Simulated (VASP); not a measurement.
The system is Hg.

```
Hg
1.0
    -1.79341    1.79341    1.79341
     1.79341   -1.79341    1.79341
     1.79341    1.79341   -1.79341
Hg
1
Direct
  0.00000 0.00000 0.00000
```

```yaml
Program: VASP 6.6.1
Task: relaxation of cell and atoms
Functional: RPBE
Potentials_or_basis: VASP PAW PBE potentials, release 64 (Hg)
Cutoff: 600 eV
k_mesh: 12 × 12 × 12
Occupations: fermi-dirac, width 0.1 eV
Spin: no spin polarisation
```

At the start: pressure 9.8 GPa; volume 23.07 Å³/atom.

Task: Where does the relaxation end?

Result: Over 15 steps the energy falls by 348.9 meV/atom and the volume is 87.37 Å³/atom (+278.7 %); space group Im-3m (No. 229, to 0.05 Å).

The path:
```tsv
step	energy change (eV)	largest force (eV/Å)	pressure (GPa)	volume (Å³)
1	0.0000	0.0000	9.79	23.07
2	-0.1705	0.0000	2.82	28.11
3	-0.2128	0.0000	1.85	31.11
4	-0.2703	0.0000	1.14	37.74
5	-0.3303	0.0000	0.16	53.71
6	-0.3331	0.0000	0.05	58.12
7	-0.3338	0.0000	0.03	61.10
8	-0.3350	0.0000	0.05	67.36
9	-0.3455	0.0000	0.14	81.14
10	-0.1362	0.0000	-3.34	114.08
11	-0.3469	0.0000	0.12	82.82
12	-0.3458	0.0000	-0.23	91.77
13	-0.3485	0.0000	0.06	85.55
14	-0.3488	0.0000	-0.03	87.82
15	-0.3489	0.0000	0.00	87.37
```

Final structure:
```yaml
crystal:
  lattice:
    - [-2.79533, 2.79533, 2.79533]
    - [2.79533, -2.79533, 2.79533]
    - [2.79533, 2.79533, -2.79533]
  atoms:
    - { symbol: Hg, position: [0.00000, 0.00000, 0.00000] }
```

Caveat: the volume moved by over 15 % at a fixed basis, so the end points are rough; the PAW data sets were made with another functional, which shifts forces and pressure a little.
